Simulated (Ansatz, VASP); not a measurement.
H in VASP and in Ansatz

```
H
1.0
    -0.04518    1.48335    1.48335
     1.48335   -0.04518    1.48335
     1.48335    1.48335   -0.04518
H
2
Direct
  0.00000 0.00000 0.00000
  0.25000 0.25000 0.25000
```

Change from the starting cell: equal xy, yz and zx shear strains of -3 %.

Alike in both runs: task single point; functional PBE; k mesh 14 × 14 × 14; occupations fermi-dirac, width 0.05 eV; no spin polarisation.

|  | VASP | Ansatz |
| --- | --- | --- |
| version | VASP 6.6.1 | Ansatz 0.2.0 |
| potentials or method | VASP PAW PBE potentials, release 64 (H), cutoff 520 eV | all-electron LAPW, scalar-relativistic |

|  | VASP | Ansatz | Ansatz less VASP |
| --- | --- | --- | --- |
| pressure (GPa) | -0.1 | 0.3 | +0.45 |
| traceless stress, the component that is largest in VASP (GPa) | 1.08 | 1.09 | +0.015 |
| rms of the force components (eV/Å) | 0.195 | 0.195 | -0.0002 |

Atom by atom the forces differ by 0.000 eV/Å (rms over components). Ansatz ran all-electron here, and VASP with PAW potentials.
